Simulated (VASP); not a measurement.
Set up this calculation in VASP 6.6.1, as the native input.

| Quantity | Value |
| --- | --- |
| Task | single point |
| Functional | PBE |
| Potentials or basis | VASP PAW PBE potentials, release 64 (In_d, Sb) |
| Cutoff | 520 eV |
| k mesh | 13 × 13 × 13 |
| Occupations | fermi-dirac, width 0.05 eV |
| Spin | no spin polarisation |
| Dipole correction | no |
| Further INCAR settings | ALGO = Normal; EDIFF = 1e-07; NBANDS = 16 |

The structure of InSb (CsCl type) lies in POSCAR:

```
InSb
1.0
    3.3676575386      0.0000000000      0.0000000000
    0.0000000000      3.3676575386      0.0000000000
    0.0000000000      0.0000000000      3.3676575386
In Sb
1 1
Direct
    0.0000000000      0.0000000000      0.0000000000
    0.5000000000      0.5000000000      0.5000000000
```

The input as run:

INCAR

```
PREC     = Accurate       # precision mode
ENCUT    = 520            # plane-wave cutoff, eV
EDIFF    = 1E-7           # SCF threshold, eV
ISMEAR   = -1             # smearing method
SIGMA    = 0.05           # smearing width, eV
LREAL    = False          # projectors in reciprocal space
LASPH    = True           # aspherical terms in the spheres
NELM     = 100            # most SCF steps
ALGO     = Normal         # electronic algorithm
ISIF     = 2              # what is computed and relaxed
LWAVE    = False          # write WAVECAR
LCHARG   = True           # write CHGCAR
GGA      = PE             # functional
LELF     = True           # ELF
LVHAR    = True         
NBANDS   = 16             # bands
```

KPOINTS

```
Automatic mesh
0
Gamma
  13 13 13
```

Potentials or basis: VASP PAW PBE potentials, release 64 (In_d, Sb).

Run with:

```bash
$ cat potpaw_PBE.64/In_d/POTCAR potpaw_PBE.64/Sb/POTCAR > POTCAR
$ mpirun -np 1 vasp_std > vasp.out
```

It gave:

The pressure is 41.1 GPa. The band gap on the k mesh is zero (bands 9 and 10 overlap by 4.45 eV).

Caveat: the cell stands under pressure; spin-orbit coupling is left out, which moves the levels of the heavy elements.

It took 24 s on 1 thread of Intel(R) Xeon(R) 6975P-C (Granite Rapids), with other jobs on the host, peak memory 0.19 GiB.
